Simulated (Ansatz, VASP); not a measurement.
# One calculation of Na, two programs

```
Na
1.0
     3.18693    0.00000    0.00000
    -1.59347    2.75996    0.00000
     0.00000    0.00000   10.40951
Na
4
Direct
  0.00000 0.00000 0.00000
  0.00000 0.00000 0.50000
  0.33333 0.66667 0.25000
  0.66667 0.33333 0.75000
```

Alike in both runs: task single point; functional r2SCAN; k mesh 6 × 6 × 2; occupations gaussian, width 0.1 eV; no spin polarisation.

|  | VASP | Ansatz |
| --- | --- | --- |
| version | VASP 6.6.1 | Ansatz 0.2.0 |
| potentials or method | VASP PAW PBE potentials, release 64 (Na_pv), cutoff 520 eV | scalar-relativistic, plane waves, PAW |
| valence electrons in the cell | 28 | 36 |

```csv
,VASP,Ansatz,Ansatz less VASP
gap on the k mesh at the Fermi level (eV),none,none,-
pressure (GPa),9.5,9.5,+0.01
"traceless stress, the component that is largest in VASP (GPa)",-1.17,-1.20,-0.025
```

VASP's potentials were made for PBE, not for r2SCAN. A gap of «none» marks a metal or a gap that the smearing closes. VASP's potentials hold 28 valence electrons a cell and Ansatz's 36, so a difference there can come from the potentials and not from the codes.

The k mesh is coarse, so the values compare programs but aren't converged.
